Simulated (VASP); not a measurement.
Set up this calculation in VASP 6.6.1, as the native input.

```
Task                   : single point
Functional             : LDA
Potentials or basis    : VASP PAW LDA potentials, release 64 (Hf_pv, O)
Cutoff                 : 520 eV
k mesh                 : 6 × 6 × 6
Occupations            : gaussian, width 0.05 eV
Spin                   : no spin polarisation
Dipole correction      : no
Further INCAR settings : ALGO = Normal; EDIFF = 1e-06; NBANDS = 56
```

The structure of HfO2 lies in POSCAR:

```
HfO2
1.0
    5.1150000000      0.0000000000      0.0000000000
    0.0000000000     -5.1150000000      0.0000000000
    0.0000000000      0.0000000000     -5.1150000000
Hf O
4 8
Direct
   -0.0138241795      0.4861758205      0.5000000000
    0.5000000000      0.0000000000      0.5000000000
    0.5000000000      0.5000000000      0.0000000000
    0.0000000000      0.0000000000      0.0000000000
    0.2500000000      0.2500000000      0.2500000000
    0.7500000000      0.7500000000      0.2500000000
    0.7500000000      0.2500000000      0.7500000000
    0.2500000000      0.7500000000      0.7500000000
    0.7500000000      0.7500000000      0.7500000000
    0.2500000000      0.2500000000      0.7500000000
    0.2500000000      0.7500000000      0.2500000000
    0.7500000000      0.2500000000      0.2500000000
```

This cell differs from its parent crystal: atom 1 (Hf) moved -0.100 Å along Cartesian [1 -1 0].

One way to write it, as run:

INCAR

```
ALGO = Normal ; EDIFF = 1E-6
ENCUT = 520 ; ISIF = 2
ISMEAR = 0 ; LASPH = T
LCHARG = F ; LREAL = F
LWAVE = F ; NBANDS = 56
NELM = 60 ; PREC = Accurate
SIGMA = 0.05
```

KPOINTS

```
k-points
0
Gamma
  6 6 6
```

Potentials or basis: VASP PAW LDA potentials, release 64 (Hf_pv, O).

Launch:

```console
$ cat potpaw_LDA.64/Hf_pv/POTCAR potpaw_LDA.64/O/POTCAR > POTCAR
$ mpirun -np 1 vasp_std > vasp.out
```

Results of the run:

* Pressure: -19.0 GPa
* Largest force: 1.227 eV/Å
* Band gap on the k mesh: 3.45 eV

Caveat: the cell differs from its parent crystal (atom 1 (Hf) moved -0.100 Å along Cartesian [1 -1 0]); the cell stands under tension; spin-orbit coupling is left out, which moves the levels of the heavy elements; forces of over 1 eV/Å act on the atoms, so gaps and moduli don't describe the material at rest.

It took 7.6 min on 1 thread of Intel Xeon 8259CL, on a shared host, peak memory 0.39 GiB.
